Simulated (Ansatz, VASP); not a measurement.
One calculation of FeO, two programs

File INCAR:

```
SYSTEM = FeO
PREC     = Accurate       ! precision mode
ENCUT    = 520            ! plane-wave cutoff, eV
EDIFF    = 1E-6           ! SCF threshold, eV
ISMEAR   = -1             ! smearing method
SIGMA    = 0.15           ! smearing width, eV
LREAL    = .False.        ! projectors in reciprocal space
LASPH    = .True.         ! aspherical terms in the spheres
NELM     = 150            ! most SCF steps
ALGO     = Normal         ! electronic algorithm
ISIF     = 2              ! what is computed and relaxed
LWAVE    = .False.        ! write WAVECAR
LCHARG   = .False.        ! write CHGCAR
ISPIN    = 2              ! spin polarisation
MAGMOM   = 4.5 0          ! initial moments
LORBIT   = 11             ! projections on sites
LMAXMIX  = 4              ! l up to which the mixer works
GGA      = RP             ! functional
NBANDS   = 18             ! bands
```

Contents of KPOINTS:

```
Automatic mesh
0
Gamma
  10 10 10
  0 0 0
```

The input POSCAR:

```
FeO
1.0
    1.5188210000      0.8768920000      2.5195770000
   -1.5188210000      0.8768920000      2.5195770000
    0.0000000000     -1.7537830000      2.5195770000
Fe O
1 1
Direct
    0.0000000000      0.0000000000      0.0000000000
    0.5000000000      0.5000000000      0.5000000000
```

Input for Ansatz:

```yaml
crystal:
  lattice:
    - [1.518821, 0.876892, 2.519577]
    - [-1.518821, 0.876892, 2.519577]
    - [0.0, -1.753783, 2.519577]
  atoms:
    - { symbol: Fe, position: [0.0, 0.0, 0.0] }
    - { symbol: O, position: [0.5, 0.5, 0.5] }
basis:
  ecutwfc: 462.593566181796
kpoints:
  mp_grid:
    grid: [10, 10, 10]
    shift: [0.0, 0.0, 0.0]
hamiltonian:
  xc: rpbe
magnetization:
  spin_polarized: true
  per_species:
    Fe: 4.5
scf:
  convergence:
    dr2_threshold: 1.0e-07
  occupations:
    method: fermi_dirac
    width: 0.15
output:
  stress: true
```

Alike in both runs: task single point; functional RPBE; k mesh 10 × 10 × 10; occupations fermi-dirac, width 0.15 eV; collinear spin.

|  | VASP | Ansatz |
| --- | --- | --- |
| version | VASP 6.6.1 | Ansatz 0.2.0 |
| potentials or method | VASP PAW PBE potentials, release 64 (Fe, O), cutoff 520 eV | plane waves, PAW |
| valence electrons in the cell | 14 | 22 |

```tsv
	VASP	Ansatz	Ansatz less VASP
pressure (GPa)	4.9	4.9	-0.06
traceless stress, the component that is largest in VASP (GPa)	-0.68	-0.64	+0.033
net moment per atom (μB)	1.99	2.00	+0.001
size of the moment on the site where the two differ most (μB)	3.62	3.45	-0.166
```

VASP's potentials were made for PBE, not for RPBE. Site moments also hang on the region over which each program counts them. The functional is the same, so the differences come from potentials, cutoffs and numerics. VASP's potentials hold 14 valence electrons a cell and Ansatz's 22, so a difference there can come from the potentials and not from the codes. Ansatz's warnings: given moment on shells, stress scf threshold loose.
